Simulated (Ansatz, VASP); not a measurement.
# Ba: VASP beside Ansatz

Contents of INCAR:

```
PREC = Accurate
ENCUT = 520
EDIFF = 1E-6
ISMEAR = 0
SIGMA = 0.1
LREAL = False
LASPH = True
NELM = 150
ALGO = Normal
ISIF = 2
LWAVE = False
LCHARG = True
MAGMOM = 0 0 0
LORBIT = 11
LSORBIT = True
GGA_COMPAT = False
LORBMOM = True
GGA = RP
IVDW = 12
LVHAR = True
NBANDS = 21
```

File KPOINTS:

```
Automatic mesh
0
Gamma
  6 6 6
```

The input POSCAR:

```
Ba
1.0
   -2.4726242257      2.4726242257      2.4726242257
    2.4726242257     -2.4726242257      2.4726242257
    2.4726242257      2.4726242257     -2.4726242257
Ba
1
Direct
    0.0000000000      0.0000000000      0.0000000000
```

Contents of input.yaml:

```yaml
crystal:
  lattice:
    - [-2.4726242257, 2.4726242257, 2.4726242257]
    - [2.4726242257, -2.4726242257, 2.4726242257]
    - [2.4726242257, 2.4726242257, -2.4726242257]
  atoms:
    - { symbol: Ba, position: [0.0, 0.0, 0.0] }
kpoints:
  mp_grid: { grid: [6, 6, 6] }
scf:
  occupations: { method: gaussian, width: 0.1 }
hamiltonian:
  xc: rpbe
  dispersion: d3bj
  pseudopotentials: { kind: all_electron, lapw: { basis_error: 0.002 } }
magnetization:
  noncollinear: true
  spin_orbit: true
output:
  forces: true
  stress: true
  eigenvalues: true
```

Change from the starting cell: volume scaled by 0.96.

Alike in both runs: task single point; functional RPBE; dispersion D3(BJ); k mesh 6 × 6 × 6; occupations gaussian, width 0.1 eV; non-collinear spin, spin-orbit coupling.

```csv
,VASP,Ansatz
version,VASP 6.6.1,Ansatz 0.2.0
potentials or method,"VASP PAW PBE potentials, release 64 (Ba_sv), cutoff 520 eV","all-electron LAPW, relativistic spinors"
```

```tsv
	VASP	Ansatz	Ansatz less VASP
pressure (GPa)	-5.8	-5.9	-0.05
net moment per atom (μB)	0.00	0.00	0.000
```

VASP's potentials were made for PBE, not for RPBE. Ansatz ran all-electron here, and VASP with PAW potentials.

Noted on Ansatz's run: the k mesh is thin for a metal, which can move the energy by tens of meV per atom.
